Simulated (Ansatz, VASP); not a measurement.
**One calculation of SrO, two programs**

```
CELL_PARAMETERS angstrom
3.53256 0.00000 0.00000
-1.76628 3.05928 0.00000
0.00000 0.00000 3.20759
ATOMIC_POSITIONS crystal
Sr 0.00000 0.00000 0.82192
O 0.33333 0.66667 0.32186
```

Alike in both runs: functional PBE; k mesh 6 × 6 × 4; occupations gaussian, width 0.1 eV; no spin polarisation.

Ansatz relaxed the structure, and its values are those at the end. VASP's run is a single point on that final structure, the one shown.

|  | VASP | Ansatz |
| --- | --- | --- |
| version | VASP 6.6.1 | Ansatz 0.2.0 |
| potentials or method | VASP PAW PBE potentials, release 64 (Sr_sv, O), cutoff 600 eV | scalar-relativistic, plane waves, PAW |
| valence electrons in the cell | 16 | 16 |

Ansatz gave:

```
gap on the k mesh at the Fermi level (eV) : 2.81
least direct gap on the mesh (eV)         : 2.81
pressure (GPa)                            : 0.0
```

Problem. Estimate VASP's values.

Solution. gap on the k mesh at the Fermi level (eV): 2.79; least direct gap on the mesh (eV): 2.79; pressure (GPa): 0.5.

With one functional, cell and mesh, what is left measures potentials, basis and numerics.

The k mesh is coarse, so the values compare programs but aren't converged.
